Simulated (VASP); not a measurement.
# AlN (I-4m2) in VASP: notebook, part 3 of 3

VASP 6.6.1. Earlier steps stand in the parts before.

### Step 6. Single point, PBEsol (film at in-plane strain -0.01)

The input, INCAR:

```
SYSTEM = AlN
PREC     = Accurate       ! precision mode
ENCUT    = 520            ! plane-wave cutoff, eV
EDIFF    = 1E-7           ! SCF threshold, eV
ISMEAR   = 0              ! smearing method
SIGMA    = 0.01           ! smearing width, eV
LREAL    = .FALSE.        ! projectors in reciprocal space
LASPH    = .TRUE.         ! aspherical terms in the spheres
NELM     = 100            ! most SCF steps
ALGO     = Normal         ! electronic algorithm
ISIF     = 2              ! what is computed and relaxed
LWAVE    = .FALSE.        ! write WAVECAR
LCHARG   = .TRUE.         ! write CHGCAR
GGA      = PS             ! functional
LELF     = .TRUE.         ! ELF
LVHAR    = .TRUE.       
NBANDS   = 11             ! bands
```

The input, KPOINTS:

```
Automatic mesh
0
G
  10 10 10
  0 0 0
```

The input, POSCAR:

```
AlN
1.0
    2.1667926856      2.1667926856      0.0000000000
   -2.1667926856      2.1667926856      0.0000000000
    0.0000000000      2.1667926856      2.2124689765
Al N
1 1
Direct
    0.0000000000      0.0000000000      0.0000000000
    0.2500000000      0.7500000000      0.5000000000
```

Potentials or basis: VASP PAW PBE potentials, release 64 (Al, N).

Started as:

```
$ cat potpaw_PBE.64/Al/POTCAR potpaw_PBE.64/N/POTCAR > POTCAR
$ mpirun -np 1 vasp_std > vasp.out
```

OUTCAR:

```text
SYSTEM = AlN
   PREC = Accurate
   ENCUT = 520
   EDIFF = 1E-7
   ISMEAR = 0
   LREAL = .FALSE.
   LASPH = .TRUE.
   NELM = 100
   ISIF = 2
   GGA = PS

 ion  position               nearest neighbor table
   1  0.000  0.000  0.000-   2 1.89   2 1.89   2 1.89   2 1.89
   2  0.250  0.750  0.500-   1 1.89   1 1.89   1 1.89   1 1.89

  LATTYP: Found a body centered tetragonal cell.
 ALAT       =     3.0643076028
 C/A-ratio  =     1.4440253808

  Lattice vectors:

 A1 = (   2.1667926856,   0.0000000000,  -2.2124689765)
 A2 = (  -2.1667926856,   0.0000000000,  -2.2124689765)
 A3 = (   0.0000000000,   2.1667926856,   2.2124689765)

Analysis of symmetry for initial positions (statically):
=====================================================================
 Subroutine PRICEL returns:
 Original cell was already a primitive cell.

 Routine SETGRP: Setting up the symmetry group for a
 body centered tetragonal supercell.

 Subroutine GETGRP returns: Found  8 space group operations
 (whereof  8 operations were pure point group operations)
 out of a pool of 16 trial point group operations.

The static configuration has the point symmetry D_2d.

Analysis of symmetry for dynamics (positions and initial velocities):
=====================================================================
 Subroutine PRICEL returns:
 Original cell was already a primitive cell.

 Routine SETGRP: Setting up the symmetry group for a
 body centered tetragonal supercell.

 Subroutine GETGRP returns: Found  8 space group operations
 (whereof  8 operations were pure point group operations)
 out of a pool of 16 trial point group operations.

The dynamic configuration has the point symmetry D_2d.

 Subroutine INISYM returns: Found  8 space group operations
 (whereof  8 operations are pure point group operations),
 and found     1 'primitive' translations

----------------------------------------------------------------------------------------

                                     Primitive cell

  volume of cell :      20.7750

  direct lattice vectors                    reciprocal lattice vectors
     2.166792686  2.166792686  0.000000000     0.230755809  0.230755809 -0.225991869
    -2.166792686  2.166792686  0.000000000    -0.230755809  0.230755809 -0.225991869
     0.000000000  2.166792686  2.212468976     0.000000000  0.000000000  0.451983739

  length of vectors
     3.064307603  3.064307603  3.096774050     0.396949382  0.396949382  0.451983739

  position of ions in fractional coordinates (direct lattice)
     0.000000000  0.000000000  0.000000000
     0.250000000  0.750000000  0.500000000

  ion indices of the primitive-cell ions
   primitive index   ion index
                 1           1
                 2           2

----------------------------------------------------------------------------------------

 KPOINTS: Automatic mesh

Automatic generation of k-mesh.
 Grid dimensions read from file:
 generate k-points for:   10   10   10

 Generating k-lattice:

  Cartesian coordinates                     Fractional coordinates (reciprocal lattice)
     0.023075581  0.023075581 -0.022599187     0.100000000  0.000000000  0.000000000
    -0.023075581  0.023075581 -0.022599187     0.000000000  0.100000000  0.000000000
     0.000000000  0.000000000  0.045198374     0.000000000  0.000000000  0.100000000

  Length of vectors
     0.039694938  0.039694938  0.045198374

  Shift w.r.t. Gamma in fractional coordinates (k-lattice)
     0.000000000  0.000000000  0.000000000

 Subroutine IBZKPT returns following result:
 ===========================================

 Found    102 irreducible k-points:

 Following reciprocal coordinates:
            Coordinates               Weight
  0.000000  0.000000  0.000000      1.000000
  0.100000  0.000000 -0.000000      8.000000
  0.200000  0.000000 -0.000000      8.000000
  0.300000  0.000000 -0.000000      8.000000
  0.400000  0.000000 -0.000000      8.000000
  0.500000  0.000000 -0.000000      4.000000
[... 16 lines left out ...]
  0.300000  0.300000 -0.000000      8.000000
  0.400000  0.300000 -0.000000     16.000000
 [... further k-points ...]
   k-points           NKPTS =    102   k-points in BZ     NKDIM =    102   number of bands    NBANDS=     11
   number of dos      NEDOS =    301   number of ions     NIONS =      2
   total plane-waves  NPLWV =  13824
   dimension x,y,z NGX =    24 NGY =   24 NGZ =   24
   dimension x,y,z NGXF=    48 NGYF=   48 NGZF=   48
   ions per type =               1   1
   NGX,Y,Z   is equivalent  to a cutoff of  13.02, 13.02, 12.88 a.u.
   NGXF,Y,Z  is equivalent  to a cutoff of  26.04, 26.04, 25.77 a.u.
 SYSTEM =  AlN
   PREC   = accura    normal or accurate (medium, high low for compatibility)
   ISTART =      0    job   : 0-new  1-cont  2-samecut
   ICHARG =      2    charge: 1-file 2-atom 10-const
   ISPIN  =      1    spin polarized calculation?
   LNONCOLLINEAR =      F non collinear calculations
   LSORBIT =      F    spin-orbit coupling
   LASPH  =      T    aspherical Exc in radial PAW
   ENCUT  =  520.0 eV  38.22 Ry    6.18 a.u.   5.70  5.70  5.76*2*pi/ulx,y,z
   NELM   =    100;   NELMIN=  2; NELMDL= -5     # of ELM steps
   EDIFF  = 0.1E-06   stopping-criterion for ELM
   LREAL  =      F    real-space projection
   EDIFFG = 0.1E-05   stopping-criterion for IOM
   NSW    =      0    number of steps for IOM
   IBRION =     -1    ionic relax: 0-MD 1-quasi-New 2-CG
   NFREE  =      0    steps in history (QN), initial steepest desc. (CG)
   ISIF   =      2    stress and relaxation
   ISYM   =      2    0-nonsym 1-usesym 2-fastsym
   POTIM  = 0.5000    time-step for ionic-motion
   TEBEG  =    0.0;   TEEND  =   0.0 temperature during run
   PSTRESS=    0.0 pullay stress
   NELECT =       8.0000    total number of electrons
   NUPDOWN=      -1.0000    fix difference up-down
   EMIN   =  10.00;   EMAX   =-10.00  energy-range for DOS
   EFERMI =   0.00;   METHOD = LEGACY
   ISMEAR =     0;   SIGMA  =   0.01  broadening in eV -4-tet -1-fermi 0-gaus
   EFERMI_NEDOS =   21; number of points for ismear=-14 and -15
   IALGO  =     38    algorithm
   IMIX   =      4    mixing-type and parameters
     AMIX     =   0.40;   BMIX     =  1.00
     AMIX_MAG =   1.60;   BMIX_MAG =  1.00
  volume/ion in A,a.u.               =      10.39        70.10
  Fermi-wavevector in a.u.,A,eV,Ry     =   1.191034  2.250728 19.300710  1.418562
  Thomas-Fermi vector in A             =   2.327105
   LORBIT       =      0    0 simple, 1 ext, 2 COOP (PROOUT), +10 PAW based schemes
   GGA     = PS    functional components
   LHFCALC =     F    Hartree Fock is set to
   AEXX    =    0.0000 exact exchange contribution
   IVDW    =     0    specifies the selected vdW correction
   LEPSILON=     F    determine dielectric tensor
   LRPA    =     F    only Hartree local field effects (RPA)
 non-spin polarized calculation
 Gauss-broadening in eV      SIGMA  =   0.01
  energy-cutoff  :      520.00
  volume of cell :       20.78
 maximum number of plane-waves:       568
   NGX = 11   NGY = 11   NGZ = 11

 number of electron       8.0000000 magnetization

 Free energy of the ion-electron system (eV)
  ---------------------------------------------------
  ext. energy  EPLUGINS =         0.00000000
  ---------------------------------------------------
  free energy    TOTEN  =       -15.60755707 eV

  energy without entropy =      -15.60755707  energy(sigma->0) =      -15.60755707

 E-fermi :   5.9875     XC(G=0): -11.1420

 val. band max:        5.9374320670   @ k =   0.0000   0.0000   0.0000
 cond. band min:       9.0645923669   @ k =   0.5000   0.5000  -0.0000
 fundamental gap:      3.1271602999
 Fermi energy:         5.9874594163

 k-point     1 :       0.0000    0.0000    0.0000
  band No.  band energies     occupation
      1      -9.0688      2.00000
      2       5.8467      2.00000
      3       5.9374      2.00000
      4       5.9374      2.00000
      5      10.0625      0.00000
      6      18.3976      0.00000
      7      18.3976      0.00000
      8      18.4175      0.00000
      9      23.1461      0.00000
     10      23.8586      0.00000
     11      24.3648      0.00000
[... 309 lines left out ...]
 k-point    24 :       0.4000    0.3000   -0.0000
  band No.  band energies     occupation
      1      -6.4387      2.00000
      2       1.3188      2.00000
      3       2.5792      2.00000
      4       4.6527      2.00000
      5      11.5544      0.00000
      6      15.8769      0.00000
      7      18.6101      0.00000
      8      19.3282      0.00000
      9      21.5141      0.00000
     10      25.0738      0.00000
     11      30.0357      0.00000

 [... further k-points ...]
[... 5 lines left out ...]
  --------------------------------------------------------------------------------------
  -------------------------------------------------------------------------------------
  Total        0.3687620      0.3687620     -0.0026933      0.0000000      0.0000000     -0.0000000
  in kB       28.4390319     28.4390319     -0.2077084      0.0000000      0.0000000     -0.0000000
  external PRESSURE =      18.8901184 kB  Pullay stress =       0.0000000 kB

 VOLUME and BASIS-vectors are now :
 -----------------------------------------------------------------------------
  energy-cutoff  :      520.00
  volume of cell :       20.78
      direct lattice vectors                 reciprocal lattice vectors
     2.166792686  2.166792686  0.000000000     0.230755809  0.230755809 -0.225991869
    -2.166792686  2.166792686  0.000000000    -0.230755809  0.230755809 -0.225991869
     0.000000000  2.166792686  2.212468976     0.000000000  0.000000000  0.451983739

 POSITION                                       TOTAL-FORCE (eV/Angst)
 -----------------------------------------------------------------------------------
      0.00000      0.00000      0.00000        -0.000000     -0.000000      0.000000
     -1.08340      3.25019      1.10623         0.000000      0.000000      0.000000
 -----------------------------------------------------------------------------------
    total drift:                               -0.000000     -0.000000      0.000000

  FREE ENERGIE OF THE ION-ELECTRON SYSTEM (eV)
  ---------------------------------------------------
  free  energy   TOTEN  =       -15.6075570713 eV

  energy  without entropy=      -15.6075570713  energy(sigma->0) =      -15.60755707
```

Run time: 12 s. Hardware: 1 thread of Intel Xeon Platinum 8559C (Emerald Rapids), shared host; peak memory 0.14 GiB.

Results:

| Property | Result |
| --- | --- |
| Free energy | -15.6076 eV |
| Pressure | 1.9 GPa |
| Band gap on the k mesh | 3.13 eV, indirect (least direct gap 4.13 eV) |

Caveat: the cell differs from its parent crystal (film at in-plane strain -0.01); the PAW data sets were made with another functional, which shifts forces and pressure a little. A k mesh can miss the band edges.

### Step 7. Overview

```tsv
cell	gap on the mesh (eV)	pressure (GPa)
a = 3.033, b = 3.033, c = 3.083 Å, angles 60.5, 60.5, 90.0°, 2 atoms	3.10	6.0
a = 3.033, b = 3.033, c = 3.098 Å, angles 60.7, 60.7, 90.0°, 2 atoms	3.06	4.0
a = 3.064, b = 3.064, c = 3.097 Å, angles 60.3, 60.3, 90.0°, 2 atoms	3.13	1.9
a = 3.064, b = 3.064, c = 3.089 Å, angles 60.3, 60.3, 90.0°, 2 atoms	3.14	2.9
```

Alike in all rows: task single point; level PBEsol; potentials or basis VASP PAW PBE potentials, release 64 (Al, N); no spin polarisation; k mesh 10 × 10 × 10; cutoff (eV) 520; smearing gaussian 0.01 eV.

Caveats: the PAW data sets were made with another functional, which shifts forces and pressure a little.

Total energies depend on the potentials used, so only differences within one code and one set of settings carry meaning.
